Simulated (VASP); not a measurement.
# SrB2 (P6/mmm) in VASP: single point with PBE

Aim: the single point of SrB2 with PBE.

All numbers are computed with VASP 6.6.1; they aren't measurements. Logs are shortened: lines on timing, memory, paths and dates and some standing lists are left out, and cuts for length are marked.

## Step 1: The cell of the first run

It takes space group P6/mmm (No. 191, hexagonal). The conventional cell has a = 3.305 Å, b = 3.305 Å, c = 4.417 Å, α = 90.00°, β = 90.00°, γ = 120.00°. Within 3.8 Å of Sr (site symmetry 6/mmm) lie 12 B at 2.92 Å and 6 Sr at 3.31 Å. Within 2.5 Å of B (site symmetry -6m2) lie 3 B at 1.91 Å.

## Step 2: Single point, PBE

POSCAR

```
SrB2
1.0
    3.3054580691      0.0000000000      0.0000000000
   -1.6527290345      2.8626106590      0.0000000000
    0.0000000000      0.0000000000      4.4167306786
Sr B
1 2
Direct
    0.0000000000      0.0000000000      0.0000000000
    0.3333333333      0.6666666667      0.5000000000
    0.6666666667      0.3333333333      0.5000000000
```

INCAR.step1

```
SYSTEM = SrB2
  ALGO = Normal
  EDIFF = 1E-6
  ENCUT = 520
  GGA = PE
  ISIF = 2
  ISMEAR = 0
  LASPH = .TRUE.
  LCHARG = .TRUE.
  LREAL = .FALSE.
  LWAVE = .FALSE.
  NBANDS = 15
  NELM = 100
  PREC = Accurate
  SIGMA = 0.1
```

KPOINTS.step1

```
k-points
0
G
  18 18 10
  0 0 0
```

INCAR.step2

```
SYSTEM = SrB2
  ALGO = Normal
  EDIFF = 1E-6
  ENCUT = 520
  GGA = PE
  ICHARG = 11
  ISIF = 2
  ISMEAR = -5
  LASPH = .TRUE.
  LCHARG = .FALSE.
  LORBIT = 10
  LREAL = .FALSE.
  LWAVE = .FALSE.
  NBANDS = 15
  NEDOS = 1001
  NELM = 100
  PREC = Accurate
  SIGMA = 0.1
```

KPOINTS.step2

```
k-points
0
G
  27 27 15
  0 0 0
```

Potentials or basis: VASP PAW PBE potentials, release 64 (Sr_sv, B).

Command:

```sh
> cat potpaw_PBE.64/Sr_sv/POTCAR potpaw_PBE.64/B/POTCAR > POTCAR
> cp INCAR.step1 INCAR
> cp KPOINTS.step1 KPOINTS
> mpirun -np 1 vasp_std > vasp.out
> cp INCAR.step2 INCAR
> cp KPOINTS.step2 KPOINTS
> mpirun -np 1 vasp_std > vasp.out
```

OUTCAR:

```text
SYSTEM = SrB2
   EDIFF = 1E-6
   ENCUT = 520
   GGA = PE
   ICHARG = 11
   ISIF = 2
   ISMEAR = -5
   LASPH = .TRUE.
   LORBIT = 10
   LREAL = .FALSE.
   NELM = 100
   PREC = Accurate

 ion  position               nearest neighbor table
   1  0.000  0.000  0.000-   2 2.92   3 2.92   2 2.92   3 2.92   2 2.92   2 2.92   3 2.92   3 2.92
                             3 2.92   3 2.92   2 2.92   2 2.92
   2  0.333  0.667  0.500-   3 1.91   3 1.91   3 1.91   1 2.92   1 2.92   1 2.92   1 2.92   1 2.92
                             1 2.92
   3  0.667  0.333  0.500-   2 1.91   2 1.91   2 1.91   1 2.92   1 2.92   1 2.92   1 2.92   1 2.92
                             1 2.92

  LATTYP: Found a hexagonal cell.
 ALAT       =     3.3054580691
 C/A-ratio  =     1.3361932253

  Lattice vectors:

 A1 = (   3.3054580691,   0.0000000000,   0.0000000000)
 A2 = (  -1.6527290345,   2.8626106590,   0.0000000000)
 A3 = (   0.0000000000,   0.0000000000,   4.4167306786)

Analysis of symmetry for initial positions (statically):
=====================================================================
 Subroutine PRICEL returns:
 Original cell was already a primitive cell.

 Routine SETGRP: Setting up the symmetry group for a
 hexagonal supercell.

 Subroutine GETGRP returns: Found 24 space group operations
 (whereof 24 operations were pure point group operations)
 out of a pool of 24 trial point group operations.

The static configuration has the point symmetry D_6h.

Analysis of symmetry for dynamics (positions and initial velocities):
=====================================================================
 Subroutine PRICEL returns:
 Original cell was already a primitive cell.

 Routine SETGRP: Setting up the symmetry group for a
 hexagonal supercell.

 Subroutine GETGRP returns: Found 24 space group operations
 (whereof 24 operations were pure point group operations)
 out of a pool of 24 trial point group operations.

The dynamic configuration has the point symmetry D_6h.

 Subroutine INISYM returns: Found 24 space group operations
 (whereof 24 operations are pure point group operations),
 and found     1 'primitive' translations

----------------------------------------------------------------------------------------

                                     Primitive cell

  volume of cell :      41.7922

  direct lattice vectors                    reciprocal lattice vectors
     3.305458069  0.000000000  0.000000000     0.302529931  0.174665737  0.000000000
    -1.652729035  2.862610659  0.000000000     0.000000000  0.349331474  0.000000000
     0.000000000  0.000000000  4.416730679     0.000000000  0.000000000  0.226411813

  length of vectors
     3.305458069  3.305458069  4.416730679     0.349331474  0.349331474  0.226411813

  position of ions in fractional coordinates (direct lattice)
     0.000000000  0.000000000  0.000000000
     0.333333333  0.666666667  0.500000000
     0.666666667  0.333333333  0.500000000

  ion indices of the primitive-cell ions
   primitive index   ion index
                 1           1
                 2           2
                 3           3

----------------------------------------------------------------------------------------

 KPOINTS: k-points

Automatic generation of k-mesh.
 Grid dimensions read from file:
 generate k-points for:   27   27   15

 Generating k-lattice:

  Cartesian coordinates                     Fractional coordinates (reciprocal lattice)
     0.011204812  0.006469101  0.000000000     0.037037037  0.000000000  0.000000000
     0.000000000  0.012938203  0.000000000     0.000000000  0.037037037  0.000000000
     0.000000000  0.000000000  0.015094121     0.000000000  0.000000000  0.066666667

  Length of vectors
     0.012938203  0.012938203  0.015094121

  Shift w.r.t. Gamma in fractional coordinates (k-lattice)
     0.000000000  0.000000000  0.000000000

 TETIRR: Found  10722 inequivalent tetrahedra from    65610

 Subroutine IBZKPT returns following result:
 ===========================================

 Found    600 irreducible k-points:

 Following reciprocal coordinates:
            Coordinates               Weight
  0.000000  0.000000  0.000000      1.000000
  0.037037 -0.000000  0.000000      6.000000
  0.074074 -0.000000  0.000000      6.000000
  0.111111  0.000000  0.000000      6.000000
  0.148148  0.000000  0.000000      6.000000
  0.185185 -0.000000  0.000000      6.000000
[... 16 lines left out ...]
  0.333333  0.037037  0.000000     12.000000
  0.370370  0.037037  0.000000     12.000000
 [... further k-points ...]
   k-points           NKPTS =    600   k-points in BZ     NKDIM =    600   number of bands    NBANDS=     15
   number of dos      NEDOS =   1001   number of ions     NIONS =      3
   total plane-waves  NPLWV =  28224
   dimension x,y,z NGX =    28 NGY =   28 NGZ =   36
   dimension x,y,z NGXF=    56 NGYF=   56 NGZF=   72
   ions per type =               1   2
   NGX,Y,Z   is equivalent  to a cutoff of  14.08, 14.08, 13.55 a.u.
   NGXF,Y,Z  is equivalent  to a cutoff of  28.16, 28.16, 27.10 a.u.
 SYSTEM =  SrB2
   PREC   = accura    normal or accurate (medium, high low for compatibility)
   ISTART =      0    job   : 0-new  1-cont  2-samecut
   ICHARG =     11    charge: 1-file 2-atom 10-const
   ISPIN  =      1    spin polarized calculation?
   LNONCOLLINEAR =      F non collinear calculations
   LSORBIT =      F    spin-orbit coupling
   LASPH  =      T    aspherical Exc in radial PAW
   ENCUT  =  520.0 eV  38.22 Ry    6.18 a.u.   6.15  6.15  8.21*2*pi/ulx,y,z
   NELM   =    100;   NELMIN=  2; NELMDL=  0     # of ELM steps
   EDIFF  = 0.1E-05   stopping-criterion for ELM
   LREAL  =      F    real-space projection
   EDIFFG = 0.1E-04   stopping-criterion for IOM
   NSW    =      0    number of steps for IOM
   IBRION =     -1    ionic relax: 0-MD 1-quasi-New 2-CG
   NFREE  =      0    steps in history (QN), initial steepest desc. (CG)
   ISIF   =      2    stress and relaxation
   ISYM   =      2    0-nonsym 1-usesym 2-fastsym
   POTIM  = 0.5000    time-step for ionic-motion
   TEBEG  =    0.0;   TEEND  =   0.0 temperature during run
   PSTRESS=    0.0 pullay stress
   NELECT =      16.0000    total number of electrons
   NUPDOWN=      -1.0000    fix difference up-down
   EMIN   =  10.00;   EMAX   =-10.00  energy-range for DOS
   EFERMI =   0.00;   METHOD = LEGACY
   ISMEAR =    -5;   SIGMA  =   0.10  broadening in eV -4-tet -1-fermi 0-gaus
   EFERMI_NEDOS =   21; number of points for ismear=-14 and -15
   IALGO  =     38    algorithm
   IMIX   =      4    mixing-type and parameters
     AMIX     =   0.40;   BMIX     =  1.00
     AMIX_MAG =   1.60;   BMIX_MAG =  1.00
  volume/ion in A,a.u.               =      13.93        94.01
  Fermi-wavevector in a.u.,A,eV,Ry     =   1.188730  2.246374 19.226106  1.413079
  Thomas-Fermi vector in A             =   2.324853
   LORBIT       =     10    0 simple, 1 ext, 2 COOP (PROOUT), +10 PAW based schemes
   GGA     = PE    functional components
   LHFCALC =     F    Hartree Fock is set to
   AEXX    =    0.0000 exact exchange contribution
   IVDW    =     0    specifies the selected vdW correction
   LEPSILON=     F    determine dielectric tensor
   LRPA    =     F    only Hartree local field effects (RPA)
 non-spin polarized calculation
 Fermi weights with tetrahedron method with Bloechl corrections
  energy-cutoff  :      520.00
  volume of cell :       41.79
 maximum number of plane-waves:      1146
 NGX is ok and might be reduce to    28

 number of electron      16.0000000 magnetization

 Free energy of the ion-electron system (eV)
  ---------------------------------------------------
  ext. energy  EPLUGINS =         0.00000000
  ---------------------------------------------------
  free energy    TOTEN  =       -14.49273801 eV

  energy without entropy =      -14.49273801  energy(sigma->0) =      -14.49273801

 E-fermi :   4.3880     XC(G=0): -10.6312

 val. band max:        4.3908573921   @ k =   0.0741  -0.0000   0.2000
 cond. band min:       4.3708312465   @ k =   0.3704   0.0741   0.3333
 fundamental gap:     -0.0200261455
 Fermi energy:         4.3880316484

 k-point     1 :       0.0000    0.0000    0.0000
  band No.  band energies     occupation
      1     -30.4498      2.00000
      2     -12.4659      2.00000
      3     -11.8841      2.00000
      4     -11.8841      2.00000
      5      -5.6616      2.00000
      6       2.8850      2.00000
      7       4.2149      2.22887
      8       4.6782      0.00000
      9       4.6782      0.00000
     10       9.6277      0.00000
     11       9.6277      0.00000
     12      10.2850      0.00000
     13      11.1143      0.00000
     14      11.1143      0.00000
     15      11.8011      0.00000

 k-point     2 :       0.0370   -0.0000    0.0000
  band No.  band energies     occupation
      1     -30.4467      2.00000
      2     -12.4611      2.00000
      3     -11.9103      2.00000
      4     -11.8892      2.00000
      5      -5.6359      2.00000
      6       2.8772      2.00000
      7       4.2619      2.13456
      8       4.5710     -0.00915
      9       4.6565      0.00000
     10       9.4802      0.00000
     11       9.6204      0.00000
     12      10.4500      0.00000
     13      11.1157      0.00000
     14      11.2269      0.00000
     15      11.7708      0.00000
[... 365 lines left out ...]
      3     -12.1879      2.00000
      4     -12.1640      2.00000
      5      -3.6844      2.00000
      6       0.1584      2.00000
      7       2.5035      2.00000
      8       3.4114      2.00000
      9       5.1774      0.00000
     10       7.6858      0.00000
     11       9.4230      0.00000
     12      10.4108      0.00000
     13      10.5291      0.00000
     14      12.3289      0.00000
     15      13.8837      0.00000

 k-point    24 :       0.3704    0.0370    0.0000
  band No.  band energies     occupation
      1     -30.2408      2.00000
      2     -13.3491      2.00000
      3     -12.2183      2.00000
      4     -12.1310      2.00000
      5      -3.3000      2.00000
      6      -0.3932      2.00000
      7       2.4738      2.00000
      8       3.3016      2.00000
      9       5.0283      0.00000
     10       7.3762      0.00000
     11      10.0498      0.00000
     12      10.3679      0.00000
     13      10.4191      0.00000
     14      12.9006      0.00000
     15      14.1932      0.00000

 [... further k-points ...]

------------------------ aborting loop because EDIFF is reached ----------------------------------------

  FORCE on cell =-STRESS in cart. coord.  units (eV):
  Direction    XX          YY          ZZ          XY          YZ          ZX
  --------------------------------------------------------------------------------------
  -------------------------------------------------------------------------------------
  Total        0.0798012      0.0798012      0.0962726      0.0000000      0.0000000      0.0000000
  in kB        3.0593221      3.0593221      3.6907840      0.0000000      0.0000000      0.0000000
  external PRESSURE =       3.2698094 kB  Pullay stress =       0.0000000 kB

 VOLUME and BASIS-vectors are now :
 -----------------------------------------------------------------------------
  energy-cutoff  :      520.00
  volume of cell :       41.79
      direct lattice vectors                 reciprocal lattice vectors
     3.305458069  0.000000000  0.000000000     0.302529931  0.174665737  0.000000000
    -1.652729035  2.862610659  0.000000000     0.000000000  0.349331474  0.000000000
     0.000000000  0.000000000  4.416730679     0.000000000  0.000000000  0.226411813

 POSITION                                       TOTAL-FORCE (eV/Angst)
 -----------------------------------------------------------------------------------
      0.00000      0.00000      0.00000         0.000000      0.000000      0.000000
     -0.00000      1.90841      2.20837        -0.000000      0.000000      0.000000
      1.65273      0.95420      2.20837         0.000000      0.000000     -0.000000
 -----------------------------------------------------------------------------------
    total drift:                               -0.000000      0.000000     -0.000000

  FREE ENERGIE OF THE ION-ELECTRON SYSTEM (eV)
  ---------------------------------------------------
  free  energy   TOTEN  =       -14.4927380076 eV

  energy  without entropy=      -14.4927380076  energy(sigma->0) =      -14.49273801

 total charge

# of ion       s       p       d       tot
------------------------------------------
    1        2.038   5.805   0.351   8.194
    2        0.671   1.061   0.000   1.732
    3        0.671   1.061   0.000   1.732
--------------------------------------------------
tot          3.380   7.927   0.351  11.658
```

Wall time 4.2 min (1 thread of Intel Xeon Platinum 8488C (Sapphire Rapids), shared host); peak memory 0.48 GiB.

Results:

```
Valence electrons inside the program's atomic spheres : Sr 8.19; B 1.73
```

Levels at points of the mesh, in eV from the Fermi level:
| k point | band 5 | band 6 | band 7 | band 8 | band 9 | band 10 | band 11 | band 12 |
| --- | --- | --- | --- | --- | --- | --- | --- | --- |
| (0.00, 0.00, 0.00) | -10.05 | -1.50 | -0.17 | 0.29 | 0.29 | 5.24 | 5.24 | 5.90 |
